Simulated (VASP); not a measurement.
Set up this calculation in VASP 6.6.1, as the native input.

```
Task                   : single point
Functional             : PBE
Potentials or basis    : VASP PAW PBE potentials, release 64 (Pt)
Cutoff                 : 520 eV
k mesh                 : 13 × 13 × 13
Occupations            : methfessel-paxton, width 0.05 eV
Spin                   : no spin polarisation
Dipole correction      : no
Further INCAR settings : ALGO = Normal; EDIFF = 1e-07; NBANDS = 11
```

The structure of Pt lies in POSCAR:

```
Pt
1.0
    0.0000000000      1.9674146658      1.9674146658
    1.9674146658      0.0000000000      1.9674146658
    1.9674146658      1.9674146658      0.0000000000
Pt
1
Direct
    0.0000000000      0.0000000000      0.0000000000
```

The input as run:

INCAR

```
SYSTEM = Pt
ALGO = Normal ; EDIFF = 1E-7
ENCUT = 520 ; GGA = PE
ISIF = 2 ; ISMEAR = 1
LASPH = .TRUE. ; LCHARG = .FALSE.
LREAL = .FALSE. ; LWAVE = .FALSE.
NBANDS = 11 ; NELM = 100
PREC = Accurate ; SIGMA = 0.05
```

KPOINTS

```
k-points
0
G
  13 13 13
  0 0 0
```

Potentials or basis: VASP PAW PBE potentials, release 64 (Pt).

Launch:

```console
$ cat potpaw_PBE.64/Pt/POTCAR > POTCAR
$ mpirun -np 1 vasp_std > vasp.out
```

Results of the run:

```yaml
Pressure: 6.4 GPa
Band_gap_on_the_k_mesh: zero (band 5 reaches 11.48 eV, above the bottom of band 6 at 9.35 eV)
```

Caveat: spin-orbit coupling is left out, which moves the levels of the heavy elements.

Wall time 11 s on 1 thread of AMD EPYC 7R13 Processor (Zen 3), on a shared host, peak memory 0.12 GiB.
